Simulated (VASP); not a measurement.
# C9O in VASP: further runs

The runs below take C9O through single point, with PBEsol.

Program: VASP 6.6.1. These are calculated values, not measurements. Logs are shortened: lines on timing, memory, paths and dates and some standing lists are left out, and cuts for length are marked.

## 1. The cell of the first run

The cell holds a slab with vacuum, 10 atoms: a = 2.513 Å, b = 2.513 Å, c = 26.818 Å, α = 90.00°, β = 90.00°, γ = 120.00°.

## 2. Single point, PBEsol

INCAR reads:

```
SYSTEM = C9O
ALGO = Normal ; DIPOL = 0.5 0.5 0.482
EDIFF = 1E-7 ; ENCUT = 520
GGA = PS ; IDIPOL = 3
ISIF = 2 ; ISMEAR = 0
LASPH = .True. ; LCHARG = .True.
LDIPOL = .True. ; LELF = .True.
LREAL = .False. ; LVACPOTAV = .True.
LVHAR = .True. ; LWAVE = .False.
NBANDS = 32 ; NELM = 100
PREC = Accurate ; SIGMA = 0.05
```

KPOINTS reads:

```
k-points
0
Gamma
  12 12 1
  0 0 0
```

POSCAR reads:

```
C9O
1.0
    2.5129226041      0.0000000000      0.0000000000
   -1.2564613021      2.1762548129      0.0000000000
    0.0000000000      0.0000000000     26.8183263218
C O
9 1
Direct
    0.3333333333      0.6666666667      0.3169474447
    0.0000000000      0.0000000000      0.3360742229
    0.0000000000      0.0000000000      0.3934545574
    0.6666666667      0.3333333333      0.4125813356
    0.6666666667      0.3333333333      0.4701022781
    0.3333333333      0.6666666667      0.4891746184
    0.3333333333      0.6666666667      0.5466686351
    0.0000000000      0.0000000000      0.5668436266
    0.0000000000      0.0000000000      0.6216487833
    0.0000000000      0.0000000000      0.6655335414
```

Potentials or basis: VASP PAW PBE potentials, release 64 (C, O).

On the command line:

```console
$ cat potpaw_PBE.64/C/POTCAR potpaw_PBE.64/O/POTCAR > POTCAR
$ mpirun -np 1 vasp_std > vasp.out
```

OUTCAR:

```text
SYSTEM = C9O
   EDIFF = 1E-7
   ENCUT = 520
   GGA = PS
   ISIF = 2
   ISMEAR = 0
   LASPH = .True.
   LREAL = .False.
   NELM = 100
   PREC = Accurate

 ion  position               nearest neighbor table
   1  0.333  0.667  0.317-   2 1.54   2 1.54   2 1.54
   2  0.000  0.000  0.336-   3 1.54   1 1.54   1 1.54   1 1.54
   3  0.000  0.000  0.393-   2 1.54   4 1.54   4 1.54   4 1.54
   4  0.667  0.333  0.413-   3 1.54   3 1.54   3 1.54   5 1.54
   5  0.667  0.333  0.470-   6 1.54   6 1.54   6 1.54   4 1.54
   6  0.333  0.667  0.489-   5 1.54   5 1.54   5 1.54   7 1.54
   7  0.333  0.667  0.547-   6 1.54   8 1.55   8 1.55   8 1.55
   8  0.000  0.000  0.567-   9 1.47   7 1.55   7 1.55   7 1.55
   9  0.000  0.000  0.622-  10 1.18   8 1.47
  10  0.000  0.000  0.666-   9 1.18

  LATTYP: Found a hexagonal cell.
 ALAT       =     2.5129226041
 C/A-ratio  =    10.6721656600

  Lattice vectors:

 A1 = (   2.5129226041,   0.0000000000,   0.0000000000)
 A2 = (  -1.2564613021,   2.1762548129,   0.0000000000)
 A3 = (   0.0000000000,   0.0000000000,  26.8183263218)

Analysis of symmetry for initial positions (statically):
=====================================================================
 Subroutine PRICEL returns:
 Original cell was already a primitive cell.

 Routine SETGRP: Setting up the symmetry group for a
 hexagonal supercell.

 Subroutine GETGRP returns: Found  6 space group operations
 (whereof  6 operations were pure point group operations)
 out of a pool of 24 trial point group operations.

The static configuration has the point symmetry C_3v.

Analysis of symmetry for dynamics (positions and initial velocities):
=====================================================================
 Subroutine PRICEL returns:
 Original cell was already a primitive cell.

 Routine SETGRP: Setting up the symmetry group for a
 hexagonal supercell.

 Subroutine GETGRP returns: Found  6 space group operations
 (whereof  6 operations were pure point group operations)
 out of a pool of 24 trial point group operations.

The dynamic configuration has the point symmetry C_3v.

 Subroutine INISYM returns: Found  6 space group operations
 (whereof  6 operations are pure point group operations),
 and found     1 'primitive' translations
[... 113 lines left out ...]
   POTIM  = 0.5000    time-step for ionic-motion
   TEBEG  =    0.0;   TEEND  =   0.0 temperature during run
   PSTRESS=    0.0 pullay stress
   NELECT =      42.0000    total number of electrons
   NUPDOWN=      -1.0000    fix difference up-down
   EMIN   =  10.00;   EMAX   =-10.00  energy-range for DOS
   EFERMI =   0.00;   METHOD = LEGACY
   ISMEAR =     0;   SIGMA  =   0.05  broadening in eV -4-tet -1-fermi 0-gaus
   EFERMI_NEDOS =   21; number of points for ismear=-14 and -15
   IALGO  =     38    algorithm
   IMIX   =      4    mixing-type and parameters
     AMIX     =   0.40;   BMIX     =  1.00
     AMIX_MAG =   1.60;   BMIX_MAG =  1.00
  volume/ion in A,a.u.               =      14.67        98.97
  Fermi-wavevector in a.u.,A,eV,Ry     =   1.079074  2.039154 15.842623  1.164400
  Thomas-Fermi vector in A             =   2.215029
   LORBIT       =      0    0 simple, 1 ext, 2 COOP (PROOUT), +10 PAW based schemes
   GGA     = PS    functional components
   LHFCALC =     F    Hartree Fock is set to
   AEXX    =    0.0000 exact exchange contribution
   IVDW    =     0    specifies the selected vdW correction
   LEPSILON=     F    determine dielectric tensor
   LRPA    =     F    only Hartree local field effects (RPA)
 non-spin polarized calculation
 Gauss-broadening in eV      SIGMA  =   0.05
  energy-cutoff  :      520.00
  volume of cell :      146.66
 maximum number of plane-waves:      3987
 NGX is ok and might be reduce to    20
   NGX =  9   NGY =  9   NGZ = 99

 dipolmoment           0.000000      0.000000     -0.809290 electrons x Angstroem

 number of electron      42.0000003 magnetization

 dipolmoment           0.000000      0.000000      0.031197 electrons x Angstroem

 Free energy of the ion-electron system (eV)
  ---------------------------------------------------
  ext. energy  EPLUGINS =         0.00000000
  ---------------------------------------------------
  free energy    TOTEN  =       -88.21996367 eV

  energy without entropy =      -88.20538524  energy(sigma->0) =      -88.21267445

 E-fermi :   0.2544     XC(G=0):  -5.9166

 val. band max:        0.2509767335   @ k =   0.3333   0.3333   0.0000
 cond. band min:       0.2599939228   @ k =   0.2500   0.2500   0.0000
 fundamental gap:      0.0090171892
 Fermi energy:         0.2544134569

 k-point     1 :       0.0000    0.0000    0.0000
  band No.  band energies     occupation
      1     -24.1940      2.00000
      2     -22.5422      2.00000
      3     -21.3291      2.00000
      4     -19.6981      2.00000
      5     -17.4785      2.00000
      6     -14.4861      2.00000
[... 654 lines left out ...]
     31      11.0925      0.00000
     32      12.1178      0.00000

------------------------ aborting loop because EDIFF is reached ----------------------------------------

  FORCE on cell =-STRESS in cart. coord.  units (eV):
  Direction    XX          YY          ZZ          XY          YZ          ZX
  --------------------------------------------------------------------------------------
  -------------------------------------------------------------------------------------
  Total        1.2711270      1.2711270     -0.3026159     -0.0000000      0.0000000     -0.0000000
  in kB       13.8860592     13.8860592     -3.3058396     -0.0000000      0.0000000     -0.0000000
  external PRESSURE =       8.1554263 kB  Pullay stress =       0.0000000 kB

 VOLUME and BASIS-vectors are now :
 -----------------------------------------------------------------------------
  energy-cutoff  :      520.00
  volume of cell :      146.66
      direct lattice vectors                 reciprocal lattice vectors
     2.512922604  0.000000000  0.000000000     0.397943016  0.229752507  0.000000000
    -1.256461302  2.176254813  0.000000000     0.000000000  0.459505015  0.000000000
     0.000000000  0.000000000 26.818326322     0.000000000  0.000000000  0.037287935

 POSITION                                       TOTAL-FORCE (eV/Angst)
 -----------------------------------------------------------------------------------
     -0.00000      1.45084      8.50000        -0.000000     -0.000000      4.033457
      0.00000      0.00000      9.01295         0.000000     -0.000000     -4.576851
      0.00000      0.00000     10.55179         0.000000     -0.000000      0.745622
      1.25646      0.72542     11.06474        -0.000000     -0.000000     -0.250899
      1.25646      0.72542     12.60736         0.000000      0.000000     -0.010387
     -0.00000      1.45084     13.11884        -0.000000      0.000000      0.014473
     -0.00000      1.45084     14.66074        -0.000000     -0.000000      0.014676
      0.00000      0.00000     15.20180        -0.000000     -0.000000      0.008979
      0.00000      0.00000     16.67158         0.000000     -0.000000     -0.758404
      0.00000      0.00000     17.84850        -0.000000     -0.000000      0.779333
 -----------------------------------------------------------------------------------
    total drift:                                0.000000     -0.000000      0.001519

  FREE ENERGIE OF THE ION-ELECTRON SYSTEM (eV)
  ---------------------------------------------------
  free  energy   TOTEN  =       -88.2199636711 eV

  energy  without entropy=      -88.2053852371  energy(sigma->0) =      -88.21267445

 vacuum level on the upper side and lower side of the slab         6.973         5.941
```

OSZICAR:

```text
N       E                     dE             d eps       ncg     rms          rms(c)
DAV:   1     0.271618311999E+03    0.27162E+03   -0.20428E+04  1224   0.115E+03
DAV:   2    -0.661594284281E+02   -0.33778E+03   -0.32271E+03  1664   0.277E+02
DAV:   3    -0.917879694279E+02   -0.25629E+02   -0.25268E+02  1544   0.776E+01
[... 28 lines left out ...]
DAV:  32    -0.882199626140E+02   -0.12534E-05   -0.17976E-07  1240   0.165E-03    0.843E-04
DAV:  33    -0.882199632121E+02   -0.59811E-06   -0.53469E-08  1136   0.918E-04    0.226E-04
DAV:  34    -0.882199634686E+02   -0.25645E-06   -0.65093E-09  1048   0.422E-04    0.169E-04
DAV:  35    -0.882199636332E+02   -0.16464E-06   -0.47506E-09  1024   0.347E-04    0.192E-04
DAV:  36    -0.882199636711E+02   -0.37823E-07   -0.25921E-09  1056   0.346E-04
   1 F= -.88219964E+02 E0= -.88212674E+02  d E =-.145784E-01
```

It took 2 min on 1 thread of Intel Xeon 6975P-C (Granite Rapids), shared host; peak memory 0.31 GiB.

What came out:

| Quantity | Value |
| --- | --- |
| Free energy | -88.2200 eV |
| Largest force | 4.577 eV/Å |
| Band gap on the k mesh | zero (band 21 reaches 0.36 eV, above the bottom of band 22 at 0.15 eV) |

Forces on the atoms (eV/Å):
```
C    0.000  0.000  4.033
C    0.000  0.000 -4.577
C    0.000  0.000  0.746
C    0.000  0.000 -0.251
C    0.000  0.000 -0.010
C    0.000  0.000  0.014
C    0.000  0.000  0.015
C    0.000  0.000  0.009
C    0.000  0.000 -0.758
O    0.000  0.000  0.779
```

Caveat: the PAW data sets were made with another functional, which shifts forces and pressure a little.

## 3. Single point, PBEsol

INCAR reads:

```
SYSTEM = C9O
PREC     = Accurate       ! precision mode
ENCUT    = 520            ! plane-wave cutoff, eV
EDIFF    = 1E-6           ! SCF threshold, eV
ISMEAR   = 0              ! smearing method
SIGMA    = 0.05           ! smearing width, eV
LREAL    = .False.        ! projectors in reciprocal space
LASPH    = .True.         ! aspherical terms in the spheres
NELM     = 80             ! most SCF steps
ALGO     = Normal         ! electronic algorithm
ISIF     = 2              ! what is computed and relaxed
LWAVE    = .False.        ! write WAVECAR
LCHARG   = .False.        ! write CHGCAR
LDIPOL   = .True.       
IDIPOL   = 3            
DIPOL    = 0.5 0.5 0.517
GGA      = PS             ! functional
NBANDS   = 32             ! bands
```

KPOINTS reads:

```
regular mesh
0
Gamma
  12 12 1
  0 0 0
```

POSCAR reads:

```
C9O
1.0
    2.5129226041      0.0000000000      0.0000000000
   -1.2564613021      2.1762548129      0.0000000000
    0.0000000000      0.0000000000     26.8183263218
C O
9 1
Direct
    0.3333333333      0.6666666667      0.3169474447
    0.0000000000      0.0000000000      0.3360742229
    0.0000000000      0.0000000000      0.3934545574
    0.6666666667      0.3333333333      0.4125813356
    0.6666666667      0.3333333333      0.4820879338
    0.3333333333      0.6666666667      0.4899404002
    0.3333333333      0.6666666667      0.6143535142
    0.0000000000      0.0000000000      0.6144523041
    0.6666666667      0.3333333333      0.7348702540
    0.6666666667      0.3333333333      0.7771380729
```

Potentials or basis: VASP PAW PBE potentials, release 64 (C, O).

On the command line:

```console
$ cat potpaw_PBE.64/C/POTCAR potpaw_PBE.64/O/POTCAR > POTCAR
$ mpirun -np 1 vasp_std > vasp.out
```

It took 1.7 min on 1 thread of Intel Xeon 6975P-C (Granite Rapids), shared host; peak memory 0.29 GiB.

Results (log left out):

```
Free energy            : -87.0884 eV
Largest force          : 5.461 eV/Å
Band gap on the k mesh : zero (band 21 reaches 0.24 eV, above the bottom of band 22 at 0.18 eV)
```

Forces in eV/Å, atoms in the order of the input:
```
C    0.000  0.000  3.454
C    0.000  0.000 -5.461
C    0.000  0.000  4.328
C    0.000  0.000 -2.339
C    0.000  0.000  0.002
C    0.000  0.000  0.016
C    0.000  0.000  0.006
C    0.000  0.000 -0.006
C    0.000  0.000 -1.034
O    0.000  0.000  1.032
```

Levels at points of the mesh, in eV from the Fermi level:
| k point | band 19 | band 20 | band 21 | band 22 | band 23 | band 24 |
| --- | --- | --- | --- | --- | --- | --- |
| (0.00, 0.00, 0.00) | -1.66 | -0.70 | -0.70 | 1.98 | 5.53 | 5.88 |
| (0.50, 0.00, 0.00) | -3.10 | -2.19 | -0.48 | -0.01 | 0.25 | 1.82 |

Caveat: the PAW data sets were made with another functional, which shifts forces and pressure a little.

## 4. Single point, PBEsol

INCAR reads:

```
SYSTEM = C9O
PREC = Accurate ; ENCUT = 520
EDIFF = 1E-6 ; ISMEAR = 0
SIGMA = 0.05 ; LREAL = .FALSE.
LASPH = .TRUE. ; NELM = 100
ALGO = Normal ; ISIF = 2
LWAVE = .FALSE. ; LCHARG = .FALSE.
LDIPOL = .TRUE. ; IDIPOL = 3
DIPOL = 0.5 0.5 0.482 ; GGA = PS
NBANDS = 32
```

KPOINTS reads:

```
Automatic mesh
0
G
  12 12 1
  0 0 0
```

POSCAR reads:

```
C9O
1.0
    2.5129226041      0.0000000000      0.0000000000
   -1.2564613021      2.1762548129      0.0000000000
    0.0000000000      0.0000000000     26.8183263218
C O
9 1
Direct
    0.3333333334      0.6666666667      0.3169474447
    0.0000000000      0.0000000000      0.3360742229
    0.0000000000      0.0000000000      0.3934545574
    0.6666666666      0.3333333333      0.4125813356
    0.6660108184      0.3320216368      0.4701071739
    0.3325937609      0.6651875219      0.4891900999
    0.3322843027      0.6645686054      0.5466892797
   -0.0011898598     -0.0023797195      0.5668449308
   -0.0020839985     -0.0041679970      0.6216463086
   -0.0024851651     -0.0049703302      0.6655373025
```

On the command line:

```console
$ cat potpaw_PBE.64/C/POTCAR potpaw_PBE.64/O/POTCAR > POTCAR
$ mpirun -np 1 vasp_std > vasp.out
```

It took 4.5 min on 1 thread of Intel Xeon 6975P-C (Granite Rapids), shared host; peak memory 0.36 GiB.

The run converged. Its results:

```
Free energy            : -88.2200 eV
Largest force          : 4.577 eV/Å
Band gap on the k mesh : zero (band 21 reaches 0.36 eV, above the bottom of band 22 at 0.15 eV)
```

Forces on the atoms (eV/Å):
```
C    0.000 -0.001  4.034
C    0.000  0.000 -4.577
C    0.000 -0.001  0.747
C    0.000 -0.021 -0.247
C    0.000  0.008 -0.004
C    0.000  0.000  0.005
C    0.000 -0.007 -0.005
C    0.000  0.005  0.020
C    0.000  0.007 -0.735
O    0.000  0.009  0.764
```

Levels at points of the mesh, in eV from the Fermi level:
| k point | band 17 | band 18 | band 19 | band 20 | band 21 | band 22 | band 23 | band 24 | band 25 | band 26 |
| --- | --- | --- | --- | --- | --- | --- | --- | --- | --- | --- |
| (0.00, 0.00, 0.00) | -2.28 | -2.28 | -0.81 | -0.81 | -0.06 | 3.32 | 3.70 | 3.72 | 5.39 | 5.40 |
| (0.50, 0.00, 0.00) | -5.48 | -5.34 | -4.50 | -3.82 | -0.93 | -0.10 | 3.42 | 3.55 | 4.23 | 4.99 |
| (0.00, 0.50, 0.00) | -5.48 | -5.33 | -4.50 | -3.82 | -0.93 | -0.10 | 3.42 | 3.55 | 4.21 | 4.98 |

Caveat: the PAW data sets were made with another functional, which shifts forces and pressure a little.
